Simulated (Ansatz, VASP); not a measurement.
**Two plane-wave programs on AlN**

Contents of INCAR:

```
SYSTEM = AlN
PREC = Accurate
ENCUT = 520
EDIFF = 1E-8
ISMEAR = -1
SIGMA = 0.02
LREAL = .FALSE.
LASPH = .TRUE.
NELM = 80
ALGO = Normal
ISIF = 2
LWAVE = .FALSE.
LCHARG = .FALSE.
GGA = PS
LEFG = .TRUE.
NBANDS = 16
```

KPOINTS

```
regular mesh
0
G
  11 11 6
  0 0 0
```

Contents of POSCAR:

```
AlN
1.0
    3.0689564278      0.0000000000      0.0000000000
   -1.5344782139      2.6577942296      0.0000000000
    0.0000000000      0.0000000000      4.9107214824
Al N
2 2
Direct
    0.3333333333      0.6666666667      0.0000000000
    0.6666666667      0.3333333333      0.5000000000
    0.3333333333      0.6666666667      0.3850000000
    0.6666666667      0.3333333333      0.8850000000
```

Input for Ansatz:

```yaml
crystal:
  lattice:
    - [3.0689564278, 0.0, 0.0]
    - [-1.5344782139, 2.6577942296, 0.0]
    - [0.0, 0.0, 4.9107214824]
  atoms:
    - { symbol: Al, position: [0.3333333333, 0.6666666667, 0.0] }
    - { symbol: Al, position: [0.6666666667, 0.3333333333, 0.5] }
    - { symbol: "N", position: [0.3333333333, 0.6666666667, 0.385] }
    - { symbol: "N", position: [0.6666666667, 0.3333333333, 0.885] }
kpoints:
  mp_grid: { grid: [11, 11, 6] }
scf:
  occupations: { method: fermi_dirac, width: 0.02 }
hamiltonian:
  xc: pbesol
  pseudopotentials: { kind: paw }
output:
  forces: true
  stress: true
  eigenvalues: true
  efg: { contact_densities: true }
  write_density: true
  write_potential: true
  elf: true
  volumetric_format: npy
```

Change from the starting cell: volume scaled by 0.96, PAW files.

Alike in both runs: task electric field gradients; functional PBEsol; k mesh 11 × 11 × 6; occupations fermi-dirac, width 0.02 eV; no spin polarisation.

```csv
,VASP,Ansatz
version,VASP 6.6.1,Ansatz 0.2.0
potentials or method,"VASP PAW PBE potentials, release 64 (Al, N)","PAW with Ansatz's default frozen-core files, scalar-relativistic"
plane-wave cutoff (eV),520,420
valence electrons in the cell,16,16
```

|  | VASP | Ansatz | Ansatz less VASP |
| --- | --- | --- | --- |
| gap on the k mesh at the Fermi level (eV) | 4.45 | 4.43 | -0.019 |
| pressure (GPa) | 9.6 | 9.5 | -0.06 |
| traceless stress, the component that is largest in VASP (GPa) | -2.10 | -2.07 | +0.028 |
| rms of the force components (eV/Å) | 0.104 | 0.103 | -0.0010 |
| size of Vzz on the site where it differs most (V/Å²) | 1.0 | 0.7 | -0.34 |

VASP's potentials were made for PBE, not for PBEsol. Atom by atom the forces differ by 0.001 eV/Å (rms over components).
